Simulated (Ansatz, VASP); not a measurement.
**GaN: VASP beside Ansatz**

```
Ga N
1.0
     0.00000    2.23397    2.23397
     2.23397    0.00000    2.23397
     2.23397    2.23397    0.00000
Ga N
1 1
Direct
  0.00000 0.00000 0.00000
  0.75000 0.75000 0.75000
```

Alike in both runs: task single point; functional PBEsol; k mesh 10 × 10 × 10; no spin polarisation.

|  | VASP | Ansatz |
| --- | --- | --- |
| version | VASP 6.6.1 | Ansatz 0.2.0 |
| potentials or method | VASP PAW PBE potentials, release 64 (Ga_d, N), cutoff 520 eV | scalar-relativistic, plane waves, PAW |
| occupations | gaussian, width 0.01 eV | fixed |
| valence electrons in the cell | 18 | 18 |

Ansatz gave:

| Item | Value |
| --- | --- |
| gap on the k mesh at the Fermi level (eV) | 1.83 |
| least direct gap on the mesh (eV) | 1.83 |
| pressure (GPa) | 4.0 |

Question: What did VASP give for the same quantities?

Answer: gap on the k mesh at the Fermi level (eV): 1.85; least direct gap on the mesh (eV): 1.85; pressure (GPa): 3.7.

VASP's potentials were made for PBE, not for PBEsol.
